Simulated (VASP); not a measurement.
# Cd3C4 (Pm-3m) in VASP: notebook

Cd3C4 is run at these levels: PBE; tasks: single point.

Program: VASP 6.6.1. These are calculated values, not measurements. Logs are shortened: lines on timing, memory, paths and dates and some standing lists are left out, and cuts for length are marked.

### 1 The cell of the first run

It takes space group Pm-3m (No. 221, cubic). The conventional cell has a = 4.638 Å, b = 4.638 Å, c = 4.638 Å, α = 90.00°, β = 90.00°, γ = 90.00°. Cd (site symmetry 4/mmm) has 6 C at 2.32 Å within 3.1 Å. C (site symmetry m-3m) has 6 Cd at 2.32 Å within 3.1 Å. Within 3.1 Å of C (site symmetry 4/mmm) lie 4 Cd at 2.32 Å.

### 2 Single point, PBE

File INCAR:

```
SYSTEM = Cd3C4
PREC     = Accurate       ! precision mode
ENCUT    = 520            ! plane-wave cutoff, eV
EDIFF    = 1E-7           ! SCF threshold, eV
ISMEAR   = 0              ! smearing method
SIGMA    = 0.1            ! smearing width, eV
LREAL    = .False.        ! projectors in reciprocal space
LASPH    = .True.         ! aspherical terms in the spheres
NELM     = 100            ! most SCF steps
ALGO     = Normal         ! electronic algorithm
ISIF     = 2              ! what is computed and relaxed
LWAVE    = .False.        ! write WAVECAR
LCHARG   = .False.        ! write CHGCAR
GGA      = PE             ! functional
NBANDS   = 35             ! bands
```

File KPOINTS:

```
regular mesh
0
Gamma
  4 4 4
  0 0 0
```

File POSCAR:

```
Cd3C4
1.0
    4.6381237700      0.0000000000      0.0000000000
    0.0000000000      4.6381237700      0.0000000000
    0.0000000000      0.0000000000      4.6381237700
Cd C
3 4
Direct
    0.5000000000      0.5000000000      0.0000000000
    0.0000000000      0.5000000000      0.5000000000
    0.5000000000      0.0000000000      0.5000000000
    0.5000000000      0.5000000000      0.5000000000
    0.5000000000      0.0000000000      0.0000000000
    0.0000000000      0.5000000000      0.0000000000
    0.0000000000      0.0000000000      0.5000000000
```

Potentials or basis: VASP PAW PBE potentials, release 64 (Cd, C).

Run with:

```
$ cat potpaw_PBE.64/Cd/POTCAR potpaw_PBE.64/C/POTCAR > POTCAR
$ mpirun -np 1 vasp_std > vasp.out
```

OUTCAR:

```text
SYSTEM = Cd3C4
   PREC = Accurate
   ENCUT = 520
   EDIFF = 1E-7
   ISMEAR = 0
   LREAL = .False.
   LASPH = .True.
   NELM = 100
   ISIF = 2
   GGA = PE

 ion  position               nearest neighbor table
   1  0.500  0.500  0.000-   4 2.32   5 2.32   6 2.32   4 2.32   5 2.32   6 2.32   3 3.28   3 3.28
                             3 3.28   2 3.28   3 3.28   2 3.28   2 3.28   2 3.28
   2  0.000  0.500  0.500-   4 2.32   6 2.32   7 2.32   6 2.32   7 2.32   4 2.32   3 3.28   3 3.28
                             1 3.28   1 3.28   3 3.28   1 3.28   1 3.28   3 3.28
   3  0.500  0.000  0.500-   4 2.32   5 2.32   7 2.32   5 2.32   4 2.32   7 2.32   2 3.28   1 3.28
                             2 3.28   1 3.28   1 3.28   2 3.28   1 3.28   2 3.28
   4  0.500  0.500  0.500-   1 2.32   2 2.32   3 2.32   1 2.32   3 2.32   2 2.32
   5  0.500  0.000  0.000-   1 2.32   3 2.32   3 2.32   1 2.32
   6  0.000  0.500  0.000-   1 2.32   2 2.32   2 2.32   1 2.32
   7  0.000  0.000  0.500-   2 2.32   3 2.32   2 2.32   3 2.32

  LATTYP: Found a simple cubic cell.
 ALAT       =     4.6381237700

  Lattice vectors:

 A1 = (   4.6381237700,   0.0000000000,   0.0000000000)
 A2 = (   0.0000000000,   4.6381237700,   0.0000000000)
 A3 = (   0.0000000000,   0.0000000000,   4.6381237700)

Analysis of symmetry for initial positions (statically):
=====================================================================
 Subroutine PRICEL returns:
 Original cell was already a primitive cell.

 Routine SETGRP: Setting up the symmetry group for a
 simple cubic supercell.

 Subroutine GETGRP returns: Found 48 space group operations
 (whereof 48 operations were pure point group operations)
 out of a pool of 48 trial point group operations.

The static configuration has the point symmetry O_h .

Analysis of symmetry for dynamics (positions and initial velocities):
=====================================================================
 Subroutine PRICEL returns:
 Original cell was already a primitive cell.

 Routine SETGRP: Setting up the symmetry group for a
 simple cubic supercell.

 Subroutine GETGRP returns: Found 48 space group operations
 (whereof 48 operations were pure point group operations)
 out of a pool of 48 trial point group operations.

The dynamic configuration has the point symmetry O_h .

 Subroutine INISYM returns: Found 48 space group operations
 (whereof 48 operations are pure point group operations),
 and found     1 'primitive' translations

----------------------------------------------------------------------------------------

                                     Primitive cell

  volume of cell :      99.7762

  direct lattice vectors                    reciprocal lattice vectors
     4.638123770  0.000000000  0.000000000     0.215604423  0.000000000  0.000000000
     0.000000000  4.638123770  0.000000000     0.000000000  0.215604423  0.000000000
     0.000000000  0.000000000  4.638123770     0.000000000  0.000000000  0.215604423

  length of vectors
     4.638123770  4.638123770  4.638123770     0.215604423  0.215604423  0.215604423

  position of ions in fractional coordinates (direct lattice)
     0.500000000  0.500000000  0.000000000
     0.000000000  0.500000000  0.500000000
     0.500000000  0.000000000  0.500000000
     0.500000000  0.500000000  0.500000000
     0.500000000  0.000000000  0.000000000
     0.000000000  0.500000000  0.000000000
     0.000000000  0.000000000  0.500000000

  ion indices of the primitive-cell ions
   primitive index   ion index
                 1           1
                 2           2
                 3           3
                 4           4
                 5           5
                 6           6
                 7           7

----------------------------------------------------------------------------------------

 KPOINTS: regular mesh

Automatic generation of k-mesh.
 Grid dimensions read from file:
 generate k-points for:    4    4    4

 Generating k-lattice:

  Cartesian coordinates                     Fractional coordinates (reciprocal lattice)
     0.053901106  0.000000000  0.000000000     0.250000000  0.000000000  0.000000000
     0.000000000  0.053901106  0.000000000     0.000000000  0.250000000  0.000000000
     0.000000000  0.000000000  0.053901106     0.000000000  0.000000000  0.250000000

  Length of vectors
     0.053901106  0.053901106  0.053901106

  Shift w.r.t. Gamma in fractional coordinates (k-lattice)
     0.000000000  0.000000000  0.000000000

 Subroutine IBZKPT returns following result:
 ===========================================

 Found     10 irreducible k-points:

 Following reciprocal coordinates:
            Coordinates               Weight
  0.000000  0.000000  0.000000      1.000000
  0.250000  0.000000  0.000000      6.000000
  0.500000  0.000000  0.000000      3.000000
  0.250000  0.250000  0.000000     12.000000
  0.500000  0.250000  0.000000     12.000000
  0.500000  0.500000  0.000000      3.000000
  0.250000  0.250000  0.250000      8.000000
  0.500000  0.250000  0.250000     12.000000
  0.500000  0.500000  0.250000      6.000000
  0.500000  0.500000  0.500000      1.000000
   k-points           NKPTS =     10   k-points in BZ     NKDIM =     10   number of bands    NBANDS=     35
   number of dos      NEDOS =    301   number of ions     NIONS =      7
   total plane-waves  NPLWV =  46656
   dimension x,y,z NGX =    36 NGY =   36 NGZ =   36
   dimension x,y,z NGXF=    72 NGYF=   72 NGZF=   72
   ions per type =               3   4
   NGX,Y,Z   is equivalent  to a cutoff of  12.90, 12.90, 12.90 a.u.
   NGXF,Y,Z  is equivalent  to a cutoff of  25.81, 25.81, 25.81 a.u.
 SYSTEM =  Cd3C4
   PREC   = accura    normal or accurate (medium, high low for compatibility)
   ISTART =      0    job   : 0-new  1-cont  2-samecut
   ICHARG =      2    charge: 1-file 2-atom 10-const
   ISPIN  =      1    spin polarized calculation?
   LNONCOLLINEAR =      F non collinear calculations
   LSORBIT =      F    spin-orbit coupling
   LASPH  =      T    aspherical Exc in radial PAW
   ENCUT  =  520.0 eV  38.22 Ry    6.18 a.u.   8.62  8.62  8.62*2*pi/ulx,y,z
   NELM   =    100;   NELMIN=  2; NELMDL= -5     # of ELM steps
   EDIFF  = 0.1E-06   stopping-criterion for ELM
   LREAL  =      F    real-space projection
   EDIFFG = 0.1E-05   stopping-criterion for IOM
   NSW    =      0    number of steps for IOM
   IBRION =     -1    ionic relax: 0-MD 1-quasi-New 2-CG
   NFREE  =      0    steps in history (QN), initial steepest desc. (CG)
   ISIF   =      2    stress and relaxation
   ISYM   =      2    0-nonsym 1-usesym 2-fastsym
   POTIM  = 0.5000    time-step for ionic-motion
   TEBEG  =    0.0;   TEEND  =   0.0 temperature during run
   PSTRESS=    0.0 pullay stress
   NELECT =      52.0000    total number of electrons
   NUPDOWN=      -1.0000    fix difference up-down
   EMIN   =  10.00;   EMAX   =-10.00  energy-range for DOS
   EFERMI =   0.00;   METHOD = LEGACY
   ISMEAR =     0;   SIGMA  =   0.10  broadening in eV -4-tet -1-fermi 0-gaus
   EFERMI_NEDOS =   21; number of points for ismear=-14 and -15
   IALGO  =     38    algorithm
   IMIX   =      4    mixing-type and parameters
     AMIX     =   0.40;   BMIX     =  1.00
     AMIX_MAG =   1.60;   BMIX_MAG =  1.00
  volume/ion in A,a.u.               =      14.25        96.19
  Fermi-wavevector in a.u.,A,eV,Ry     =   1.317448  2.489616 23.615228  1.735670
  Thomas-Fermi vector in A             =   2.447489
   LORBIT       =      0    0 simple, 1 ext, 2 COOP (PROOUT), +10 PAW based schemes
   GGA     = PE    functional components
   LHFCALC =     F    Hartree Fock is set to
   AEXX    =    0.0000 exact exchange contribution
   IVDW    =     0    specifies the selected vdW correction
   LEPSILON=     F    determine dielectric tensor
   LRPA    =     F    only Hartree local field effects (RPA)
 non-spin polarized calculation
 Gauss-broadening in eV      SIGMA  =   0.10
  energy-cutoff  :      520.00
  volume of cell :       99.78
 maximum number of plane-waves:      2730
 NGX is ok and might be reduce to    36
   NGX = 17   NGY = 17   NGZ = 17

 number of electron      51.9999980 magnetization

 Free energy of the ion-electron system (eV)
  ---------------------------------------------------
  ext. energy  EPLUGINS =         0.00000000
  ---------------------------------------------------
  free energy    TOTEN  =       -20.47921902 eV

  energy without entropy =      -20.47217318  energy(sigma->0) =      -20.47569610

 E-fermi :   2.5862     XC(G=0): -11.0505

 val. band max:        2.5172185058   @ k =   0.5000   0.2500   0.2500
 cond. band min:       2.7921163663   @ k =   0.2500   0.2500   0.0000
 fundamental gap:      0.2748978605
 Fermi energy:         2.5861917165

 k-point     1 :       0.0000    0.0000    0.0000
  band No.  band energies     occupation
      1      -9.8746      2.00000
      2      -8.8095      2.00000
      3      -8.3483      2.00000
      4      -8.3483      2.00000
      5      -5.9891      2.00000
      6      -5.9891      2.00000
[... 27 lines left out ...]
     34       7.6365      0.00000
     35      10.9538      0.00000

 k-point     2 :       0.2500    0.0000    0.0000
  band No.  band energies     occupation
      1      -9.5644      2.00000
      2      -8.6388      2.00000
      3      -8.3377      2.00000
      4      -8.0913      2.00000
      5      -5.9639      2.00000
      6      -5.9054      2.00000
[... 27 lines left out ...]
     34       8.7894      0.00000
     35      11.6786      0.00000
[... 264 lines left out ...]
     34      10.4612      0.00000
     35      10.4612      0.00000

 k-point    10 :       0.5000    0.5000    0.5000
  band No.  band energies     occupation
      1      -7.4081      2.00000
      2      -6.9020      2.00000
      3      -6.9020      2.00000
      4      -6.9020      2.00000
      5      -6.3963      2.00000
      6      -6.3963      2.00000
[... 27 lines left out ...]
     34       9.4110      0.00000
     35       9.4110      0.00000

------------------------ aborting loop because EDIFF is reached ----------------------------------------

  FORCE on cell =-STRESS in cart. coord.  units (eV):
  Direction    XX          YY          ZZ          XY          YZ          ZX
  --------------------------------------------------------------------------------------
  -------------------------------------------------------------------------------------
  Total        4.4141353      4.4141353      4.4141353     -0.0000000     -0.0000000      0.0000000
  in kB       70.8808997     70.8808997     70.8808997     -0.0000000     -0.0000000      0.0000000
  external PRESSURE =      70.8808997 kB  Pullay stress =       0.0000000 kB

 VOLUME and BASIS-vectors are now :
 -----------------------------------------------------------------------------
  energy-cutoff  :      520.00
  volume of cell :       99.78
      direct lattice vectors                 reciprocal lattice vectors
     4.638123770  0.000000000  0.000000000     0.215604423  0.000000000  0.000000000
     0.000000000  4.638123770  0.000000000     0.000000000  0.215604423  0.000000000
     0.000000000  0.000000000  4.638123770     0.000000000  0.000000000  0.215604423

 POSITION                                       TOTAL-FORCE (eV/Angst)
 -----------------------------------------------------------------------------------
      2.31906      2.31906      0.00000         0.000000      0.000000      0.000000
      0.00000      2.31906      2.31906         0.000000      0.000000      0.000000
      2.31906      0.00000      2.31906         0.000000      0.000000      0.000000
      2.31906      2.31906      2.31906         0.000000      0.000000      0.000000
      2.31906      0.00000      0.00000         0.000000      0.000000      0.000000
      0.00000      2.31906      0.00000         0.000000      0.000000      0.000000
      0.00000      0.00000      2.31906         0.000000      0.000000      0.000000
 -----------------------------------------------------------------------------------
    total drift:                                0.000000      0.000000      0.000000

  FREE ENERGIE OF THE ION-ELECTRON SYSTEM (eV)
  ---------------------------------------------------
  free  energy   TOTEN  =       -20.4792190247 eV

  energy  without entropy=      -20.4721731804  energy(sigma->0) =      -20.47569610
```

Run time: 86 s. Hardware: 1 thread of AMD EPYC 7R13, shared host; peak memory 0.17 GiB.

What came out:

```
Free energy            : -20.4792 eV
Pressure               : 7.1 GPa
Band gap on the k mesh : zero (band 26 reaches 4.76 eV, above the bottom of band 27 at 2.08 eV)
```

### 3 Single point, PBE, collinear spin, ferromagnetic start

This run uses another cell than the first one, of 15.06 Å³/atom, 1.057 times its volume.

File INCAR:

```
PREC = Accurate ; ENCUT = 520
EDIFF = 1E-6 ; ISMEAR = 0
SIGMA = 0.1 ; LREAL = False
LASPH = True ; NELM = 150
ALGO = Normal ; ISIF = 2
LWAVE = False ; LCHARG = False
ISPIN = 2 ; MAGMOM = 0 0 0 1 1 1 1
LORBIT = 11 ; GGA = PE
NBANDS = 39
```

File KPOINTS:

```
regular mesh
0
Gamma
  4 4 4
```

POSCAR, as its differences from that of step 2:

```diff
@@ -2,5 +2,5 @@
 1.0
-    4.6381237700      0.0000000000      0.0000000000
-    0.0000000000      4.6381237700      0.0000000000
-    0.0000000000      0.0000000000      4.6381237700
+    4.7243676563      0.0000000000      0.0000000000
+    0.0000000000      4.7243676563      0.0000000000
+    0.0000000000      0.0000000000      4.7243676563
 Cd C
```

Potentials or basis: VASP PAW PBE potentials, release 64 (Cd, C).

Run with:

```
$ cat potpaw_PBE.64/Cd/POTCAR potpaw_PBE.64/C/POTCAR > POTCAR
$ mpirun -np 1 vasp_std > vasp.out
```

Wall time 3 min (1 thread of AMD EPYC 7R13, shared host); peak memory 0.23 GiB.

The run converged. Its results:

```
Free energy                                           : -20.6174 eV
Pressure                                              : 1.0 GPa
Band gap on the k mesh                                : zero (filled and empty bands overlap)
Net moment                                            : 0.00 μB per cell
Valence electrons inside the program's atomic spheres : Cd 10.35; C 2.20, 2.11
```

Levels at points of the mesh, in eV from the Fermi level:
Spin up:
```csv
k point,band 23,band 24,band 25,band 26,band 27,band 28,band 29,band 30
"(0.00, 0.00, 0.00)",-1.11,-1.11,-1.11,-0.40,-0.40,-0.40,1.12,1.12
"(0.50, 0.00, 0.00)",-1.82,-1.61,-1.06,-0.54,-0.21,-0.15,-0.15,0.80
"(0.50, 0.50, 0.00)",-1.42,-1.42,-1.25,-0.93,0.36,1.24,1.78,1.90
"(0.50, 0.50, 0.50)",-1.58,1.51,1.51,2.01,2.01,2.01,2.03,2.03
```
Spin down:
```tsv
k point	band 23	band 24	band 25	band 26	band 27	band 28	band 29	band 30
(0.00, 0.00, 0.00)	-1.11	-1.11	-1.11	-0.40	-0.40	-0.40	1.12	1.12
(0.50, 0.00, 0.00)	-1.82	-1.61	-1.06	-0.54	-0.21	-0.15	-0.15	0.80
(0.50, 0.50, 0.00)	-1.42	-1.42	-1.25	-0.93	0.36	1.24	1.78	1.90
(0.50, 0.50, 0.50)	-1.58	1.51	1.51	2.01	2.01	2.01	2.03	2.03
```
